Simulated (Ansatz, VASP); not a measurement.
## CoSi2 in VASP and in Ansatz

```
CELL_PARAMETERS angstrom
0.00000 2.61283 2.61283
2.61283 0.00000 2.61283
2.61283 2.61283 0.00000
ATOMIC_POSITIONS crystal
Co 0.00000 0.00000 0.00000
Si 0.25000 0.25000 0.25000
Si 0.75000 0.75000 0.75000
```

Alike in both runs: task single point; functional BLYP; dispersion D3(BJ); k mesh 8 × 8 × 8; occupations gaussian, width 0.05 eV; collinear spin.

|  | VASP | Ansatz |
| --- | --- | --- |
| version | VASP 6.6.1 | Ansatz 0.2.0 |
| potentials or method | VASP PAW PBE potentials, release 64 (Co, Si), cutoff 520 eV | scalar-relativistic, plane waves, PAW |
| valence electrons in the cell | 17 | 25 |

```tsv
	VASP	Ansatz	Ansatz less VASP
gap on the k mesh at the Fermi level (eV)	none	none	-
pressure (GPa)	9.1	8.4	-0.77
net moment per atom (μB)	0.00	0.00	0.000
```

VASP's potentials were made for PBE, not for BLYP. A gap of «none» marks a metal or a gap that the smearing closes. VASP's potentials hold 17 valence electrons a cell and Ansatz's 25, so a difference there can come from the potentials and not from the codes. Ansatz's warnings: seeded moment not kept.
